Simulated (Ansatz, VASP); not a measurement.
Two plane-wave programs on TaN

```
Ta N
1.0
     5.07915    0.00000    0.00000
    -2.53958    4.39868    0.00000
     0.00000    0.00000    2.84864
Ta N
3 3
Direct
  0.00000 0.00000 0.00000
  0.33333 0.66667 0.50000
  0.66667 0.33333 0.50000
  0.50000 0.00000 0.00000
  0.50000 0.50000 0.00000
  0.00000 0.50000 0.00000
```

Change from the starting cell: volume scaled by 0.94, PAW files.

Alike in both runs: task electric field gradients; functional LDA; k mesh 5 × 5 × 8; occupations fermi-dirac, width 0.03 eV; no spin polarisation.

```csv
,VASP,Ansatz
version,VASP 6.6.1,Ansatz 0.2.0
potentials or method,"VASP PAW LDA potentials, release 64 (Ta_pv, N)","PAW with Ansatz's default frozen-core files, scalar-relativistic"
plane-wave cutoff (eV),520,420
valence electrons in the cell,48,54
```

VASP gave:

* pressure (GPa): 20.0
* traceless stress, the component that is largest in VASP (GPa): 4.11
* size of Vzz on the site where it differs most (V/Å²): 342.8

**Question.** Estimate Ansatz's values.

**Answer.** Pressure (GPa): 17.8; traceless stress, the component that is largest in VASP (GPa): 3.66; size of Vzz on the site where it differs most (V/Å²): 460.1.

LDA's correlation is that of Perdew and Zunger in VASP and of Perdew and Wang (1992) in Ansatz. VASP's potentials hold 48 valence electrons a cell and Ansatz's 54, so a difference there can come from the potentials and not from the codes.

Spin-orbit coupling is off throughout.
